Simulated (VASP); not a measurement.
Here is a VASP 6.6.1 calculation.

Contents of INCAR:

```
ALGO     = Normal         # electronic algorithm
EDIFF    = 1E-7           # SCF threshold, eV
EDIFFG   = -0.005         # ionic threshold
ENCUT    = 600            # plane-wave cutoff, eV
GGA      = PE             # functional
IBRION   = 2              # ionic algorithm
ISIF     = 3              # what is computed and relaxed
ISMEAR   = -1             # smearing method
LASPH    = T              # aspherical terms in the spheres
LCHARG   = F              # write CHGCAR
LREAL    = F              # projectors in reciprocal space
LWAVE    = F              # write WAVECAR
NELM     = 60             # most SCF steps
NSW      = 80             # ionic steps
PREC     = Accurate       # precision mode
PSTRESS  = 300.0        
SIGMA    = 0.05           # smearing width, eV
```

KPOINTS

```
k-points
0
Gamma
  10 10 10
```

Contents of POSCAR:

```
BAs
1.0
    0.0000000000      2.3885000000      2.3885000000
    2.3885000000      0.0000000000      2.3885000000
    2.3885000000      2.3885000000      0.0000000000
As B
1 1
Direct
    0.7500000000      0.7500000000      0.7500000000
    0.0000000000      0.0000000000      0.0000000000
```

Potentials or basis: VASP PAW PBE potentials, release 64 (As, B).

Command:

```console
$ cat potpaw_PBE.64/As/POTCAR potpaw_PBE.64/B/POTCAR > POTCAR
$ mpirun -np 1 vasp_std > vasp.out
```

(1) Estimate the band gap on the k mesh.

(2) What does it give for the relaxed volume?

(3) Estimate the space group after relaxing (to 0.05 Å).

## Answers

(1) 1.02 eV, indirect (least direct gap 3.47 eV).

(2) 11.87 Å³/atom.

(3) F-43m (No. 216).

Caveat: the cell is relaxed towards a set pressure, so the enthalpy falls and the energy may rise.
